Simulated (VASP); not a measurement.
# WS3 (Pm-3m) in VASP: notebook

WS3 is run at these levels: PBE; tasks: single point.

All numbers are computed with VASP 6.6.1; they aren't measurements. Logs are shortened: lines on timing, memory, paths and dates and some standing lists are left out, and cuts for length are marked.

## Step 1: The cell of the first run

The structure is cubic, space group Pm-3m (No. 221). The conventional cell has a = 4.682 Å, b = 4.682 Å, c = 4.682 Å, α = 90.00°, β = 90.00°, γ = 90.00°. Within 3.1 Å of W (site symmetry m-3m) lie 6 S at 2.34 Å. Within 3.1 Å of S (site symmetry 4/mmm) lie 2 W at 2.34 Å.

## Step 2: Single point, PBE

Contents of INCAR:

```
SYSTEM = WS3
PREC     = Accurate       ! precision mode
ENCUT    = 520            ! plane-wave cutoff, eV
EDIFF    = 1E-6           ! SCF threshold, eV
ISMEAR   = 0              ! smearing method
SIGMA    = 0.1            ! smearing width, eV
LREAL    = .FALSE.        ! projectors in reciprocal space
LASPH    = .TRUE.         ! aspherical terms in the spheres
NELM     = 100            ! most SCF steps
ALGO     = Normal         ! electronic algorithm
ISIF     = 2              ! what is computed and relaxed
LWAVE    = .FALSE.        ! write WAVECAR
LCHARG   = .TRUE.         ! write CHGCAR
GGA      = PE             ! functional
LELF     = .TRUE.         ! ELF
LVHAR    = .TRUE.       
NBANDS   = 24             ! bands
```

Contents of KPOINTS:

```
regular mesh
0
G
  10 10 10
  0 0 0
```

Contents of POSCAR:

```
WS3
1.0
    4.6823669505      0.0000000000      0.0000000000
    0.0000000000      4.6823669505      0.0000000000
    0.0000000000      0.0000000000      4.6823669505
W S
1 3
Direct
    0.0000000000      0.0000000000      0.0000000000
    0.0000000000      0.0000000000      0.5000000000
    0.0000000000      0.5000000000      0.0000000000
    0.5000000000      0.0000000000      0.0000000000
```

Potentials or basis: VASP PAW PBE potentials, release 64 (W_sv, S).

The run is started by

```bash
> cat potpaw_PBE.64/W_sv/POTCAR potpaw_PBE.64/S/POTCAR > POTCAR
> mpirun -np 1 vasp_std > vasp.out
```

OUTCAR:

```text
SYSTEM = WS3
   PREC = Accurate
   ENCUT = 520
   EDIFF = 1E-6
   ISMEAR = 0
   LREAL = .FALSE.
   LASPH = .TRUE.
   NELM = 100
   ISIF = 2
   GGA = PE

 ion  position               nearest neighbor table
   1  0.000  0.000  0.000-   2 2.34   3 2.34   4 2.34   2 2.34   3 2.34   4 2.34
   2  0.000  0.000  0.500-   1 2.34   1 2.34
   3  0.000  0.500  0.000-   1 2.34   1 2.34
   4  0.500  0.000  0.000-   1 2.34   1 2.34

  LATTYP: Found a simple cubic cell.
 ALAT       =     4.6823669505

  Lattice vectors:

 A1 = (   4.6823669505,   0.0000000000,   0.0000000000)
 A2 = (   0.0000000000,   4.6823669505,   0.0000000000)
 A3 = (   0.0000000000,   0.0000000000,   4.6823669505)

Analysis of symmetry for initial positions (statically):
=====================================================================
 Subroutine PRICEL returns:
 Original cell was already a primitive cell.

 Routine SETGRP: Setting up the symmetry group for a
 simple cubic supercell.

 Subroutine GETGRP returns: Found 48 space group operations
 (whereof 48 operations were pure point group operations)
 out of a pool of 48 trial point group operations.

The static configuration has the point symmetry O_h .

Analysis of symmetry for dynamics (positions and initial velocities):
=====================================================================
 Subroutine PRICEL returns:
 Original cell was already a primitive cell.

 Routine SETGRP: Setting up the symmetry group for a
 simple cubic supercell.

 Subroutine GETGRP returns: Found 48 space group operations
 (whereof 48 operations were pure point group operations)
 out of a pool of 48 trial point group operations.

The dynamic configuration has the point symmetry O_h .

 Subroutine INISYM returns: Found 48 space group operations
 (whereof 48 operations are pure point group operations),
 and found     1 'primitive' translations

----------------------------------------------------------------------------------------

                                     Primitive cell

  volume of cell :     102.6588

  direct lattice vectors                    reciprocal lattice vectors
     4.682366950  0.000000000  0.000000000     0.213567200  0.000000000  0.000000000
     0.000000000  4.682366950  0.000000000     0.000000000  0.213567200  0.000000000
     0.000000000  0.000000000  4.682366950     0.000000000  0.000000000  0.213567200

  length of vectors
     4.682366950  4.682366950  4.682366950     0.213567200  0.213567200  0.213567200

  position of ions in fractional coordinates (direct lattice)
     0.000000000  0.000000000  0.000000000
     0.000000000  0.000000000  0.500000000
     0.000000000  0.500000000  0.000000000
     0.500000000  0.000000000  0.000000000

  ion indices of the primitive-cell ions
   primitive index   ion index
                 1           1
                 2           2
                 3           3
                 4           4

----------------------------------------------------------------------------------------

 KPOINTS: regular mesh

Automatic generation of k-mesh.
 Grid dimensions read from file:
 generate k-points for:   10   10   10

 Generating k-lattice:

  Cartesian coordinates                     Fractional coordinates (reciprocal lattice)
     0.021356720  0.000000000  0.000000000     0.100000000  0.000000000  0.000000000
     0.000000000  0.021356720  0.000000000     0.000000000  0.100000000  0.000000000
     0.000000000  0.000000000  0.021356720     0.000000000  0.000000000  0.100000000

  Length of vectors
     0.021356720  0.021356720  0.021356720

  Shift w.r.t. Gamma in fractional coordinates (k-lattice)
     0.000000000  0.000000000  0.000000000

 Subroutine IBZKPT returns following result:
 ===========================================

 Found     56 irreducible k-points:

 Following reciprocal coordinates:
            Coordinates               Weight
  0.000000  0.000000  0.000000      1.000000
  0.100000  0.000000  0.000000      6.000000
  0.200000  0.000000  0.000000      6.000000
  0.300000  0.000000  0.000000      6.000000
  0.400000  0.000000  0.000000      6.000000
  0.500000  0.000000  0.000000      3.000000
[... 16 lines left out ...]
  0.200000  0.100000  0.100000     24.000000
  0.300000  0.100000  0.100000     24.000000
 [... further k-points ...]
   k-points           NKPTS =     56   k-points in BZ     NKDIM =     56   number of bands    NBANDS=     24
   number of dos      NEDOS =    301   number of ions     NIONS =      4
   total plane-waves  NPLWV =  46656
   dimension x,y,z NGX =    36 NGY =   36 NGZ =   36
   dimension x,y,z NGXF=    72 NGYF=   72 NGZF=   72
   ions per type =               1   3
   NGX,Y,Z   is equivalent  to a cutoff of  12.78, 12.78, 12.78 a.u.
   NGXF,Y,Z  is equivalent  to a cutoff of  25.56, 25.56, 25.56 a.u.
 SYSTEM =  WS3
   PREC   = accura    normal or accurate (medium, high low for compatibility)
   ISTART =      0    job   : 0-new  1-cont  2-samecut
   ICHARG =      2    charge: 1-file 2-atom 10-const
   ISPIN  =      1    spin polarized calculation?
   LNONCOLLINEAR =      F non collinear calculations
   LSORBIT =      F    spin-orbit coupling
   LASPH  =      T    aspherical Exc in radial PAW
   ENCUT  =  520.0 eV  38.22 Ry    6.18 a.u.   8.71  8.71  8.71*2*pi/ulx,y,z
   NELM   =    100;   NELMIN=  2; NELMDL= -5     # of ELM steps
   EDIFF  = 0.1E-05   stopping-criterion for ELM
   LREAL  =      F    real-space projection
[... 7 lines left out ...]
   TEBEG  =    0.0;   TEEND  =   0.0 temperature during run
   PSTRESS=    0.0 pullay stress
   NELECT =      32.0000    total number of electrons
   NUPDOWN=      -1.0000    fix difference up-down
   EMIN   =  10.00;   EMAX   =-10.00  energy-range for DOS
   EFERMI =   0.00;   METHOD = LEGACY
   ISMEAR =     0;   SIGMA  =   0.10  broadening in eV -4-tet -1-fermi 0-gaus
   EFERMI_NEDOS =   21; number of points for ismear=-14 and -15
   IALGO  =     38    algorithm
   IMIX   =      4    mixing-type and parameters
     AMIX     =   0.40;   BMIX     =  1.00
     AMIX_MAG =   1.60;   BMIX_MAG =  1.00
  volume/ion in A,a.u.               =      25.66       173.19
  Fermi-wavevector in a.u.,A,eV,Ry     =   1.110008  2.097611 16.763975  1.232117
  Thomas-Fermi vector in A             =   2.246554
   LORBIT       =      0    0 simple, 1 ext, 2 COOP (PROOUT), +10 PAW based schemes
   GGA     = PE    functional components
   LHFCALC =     F    Hartree Fock is set to
   AEXX    =    0.0000 exact exchange contribution
   IVDW    =     0    specifies the selected vdW correction
   LEPSILON=     F    determine dielectric tensor
   LRPA    =     F    only Hartree local field effects (RPA)
 non-spin polarized calculation
 Gauss-broadening in eV      SIGMA  =   0.10
  energy-cutoff  :      520.00
  volume of cell :      102.66
 maximum number of plane-waves:      2800
 NGX is ok and might be reduce to    36
   NGX = 17   NGY = 17   NGZ = 17

 number of electron      32.0000006 magnetization

 Free energy of the ion-electron system (eV)
  ---------------------------------------------------
  ext. energy  EPLUGINS =         0.00000000
  ---------------------------------------------------
  free energy    TOTEN  =       -25.37669213 eV

  energy without entropy =      -25.37382148  energy(sigma->0) =      -25.37525681

 E-fermi :   2.8180     XC(G=0):  -8.6014

 val. band max:        2.7525107801   @ k =   0.5000   0.3000   0.3000
 cond. band min:       2.9039774806   @ k =   0.4000   0.4000   0.4000
 fundamental gap:      0.1514667006
 Fermi energy:         2.8179559989

 k-point     1 :       0.0000    0.0000    0.0000
  band No.  band energies     occupation
      1     -72.3554      2.00000
      2     -36.5387      2.00000
      3     -36.5387      2.00000
      4     -36.5387      2.00000
      5     -11.1332      2.00000
      6      -9.5787      2.00000
[... 16 lines left out ...]
     23       8.8026      0.00000
     24      10.3833      0.00000

 k-point     2 :       0.1000    0.0000    0.0000
  band No.  band energies     occupation
      1     -72.3553      2.00000
      2     -36.5394      2.00000
      3     -36.5387      2.00000
      4     -36.5387      2.00000
      5     -11.0910      2.00000
      6      -9.5764      2.00000
[... 16 lines left out ...]
     23       9.0136      0.00000
     24      10.4321      0.00000

 k-point     3 :       0.2000    0.0000    0.0000
  band No.  band energies     occupation
      1     -72.3553      2.00000
      2     -36.5411      2.00000
      3     -36.5387      2.00000
      4     -36.5387      2.00000
      5     -10.9785      2.00000
      6      -9.5704      2.00000
[... 16 lines left out ...]
     23       9.6174      0.00000
     24      10.5985      0.00000

 k-point     4 :       0.3000    0.0000    0.0000
  band No.  band energies     occupation
      1     -72.3553      2.00000
      2     -36.5432      2.00000
      3     -36.5386      2.00000
      4     -36.5386      2.00000
      5     -10.8364      2.00000
      6      -9.5628      2.00000
[... 16 lines left out ...]
     23      10.2666      0.00000
     24      11.1760      0.00000

 k-point     5 :       0.4000    0.0000    0.0000
  band No.  band energies     occupation
      1     -72.3553      2.00000
      2     -36.5449      2.00000
      3     -36.5386      2.00000
      4     -36.5386      2.00000
      5     -10.7201      2.00000
      6      -9.5568      2.00000
[... 451 lines left out ...]
 k-point    22 :       0.1000    0.1000    0.1000
  band No.  band energies     occupation
      1     -72.3553      2.00000
      2     -36.5394      2.00000
      3     -36.5393      2.00000
      4     -36.5393      2.00000
      5     -11.0043      2.00000
      6      -9.5535      2.00000
[... 16 lines left out ...]
     23       9.3871      0.00000
     24      10.7093      0.00000

 k-point    23 :       0.2000    0.1000    0.1000
  band No.  band energies     occupation
      1     -72.3553      2.00000
      2     -36.5411      2.00000
      3     -36.5393      2.00000
      4     -36.5393      2.00000
      5     -10.8877      2.00000
      6      -9.5469      2.00000
[... 16 lines left out ...]
     23       9.9099      0.00000
     24      10.8400      0.00000

 k-point    24 :       0.3000    0.1000    0.1000
  band No.  band energies     occupation
      1     -72.3553      2.00000
      2     -36.5432      2.00000
      3     -36.5393      2.00000
      4     -36.5393      2.00000
      5     -10.7402      2.00000
      6      -9.5388      2.00000
[... 16 lines left out ...]
     23      10.5763      0.00000
     24      11.1545      0.00000

 [... further k-points ...]

------------------------ aborting loop because EDIFF is reached ----------------------------------------

  FORCE on cell =-STRESS in cart. coord.  units (eV):
  Direction    XX          YY          ZZ          XY          YZ          ZX
  --------------------------------------------------------------------------------------
  -------------------------------------------------------------------------------------
  Total       -0.0261871     -0.0261871     -0.0261871      0.0000000      0.0000000      0.0000000
  in kB       -0.4086977     -0.4086977     -0.4086977      0.0000000      0.0000000      0.0000000
  external PRESSURE =      -0.4086977 kB  Pullay stress =       0.0000000 kB

 VOLUME and BASIS-vectors are now :
 -----------------------------------------------------------------------------
  energy-cutoff  :      520.00
  volume of cell :      102.66
      direct lattice vectors                 reciprocal lattice vectors
     4.682366950  0.000000000  0.000000000     0.213567200  0.000000000  0.000000000
     0.000000000  4.682366950  0.000000000     0.000000000  0.213567200  0.000000000
     0.000000000  0.000000000  4.682366950     0.000000000  0.000000000  0.213567200

 POSITION                                       TOTAL-FORCE (eV/Angst)
 -----------------------------------------------------------------------------------
      0.00000      0.00000      0.00000         0.000000      0.000000      0.000000
      0.00000      0.00000      2.34118         0.000000      0.000000      0.000000
      0.00000      2.34118      0.00000         0.000000      0.000000      0.000000
      2.34118      0.00000      0.00000         0.000000      0.000000      0.000000
 -----------------------------------------------------------------------------------
    total drift:                               -0.000000     -0.000000     -0.000000

  FREE ENERGIE OF THE ION-ELECTRON SYSTEM (eV)
  ---------------------------------------------------
  free  energy   TOTEN  =       -25.3766921319 eV

  energy  without entropy=      -25.3738214830  energy(sigma->0) =      -25.37525681
```

Wall time 94 s (1 thread of Intel Xeon Platinum 8259CL at 2.50GHz (Skylake/Cascade Lake), shared host); peak memory 0.28 GiB.

Results:

- Free energy: -25.3767 eV
- Pressure: 0.0 GPa
- Band gap on the k mesh: zero (bands 16 and 17 overlap by 1.19 eV)

Caveat: spin-orbit coupling is left out, which moves the levels of the heavy elements.

[end of part 1 of 2]
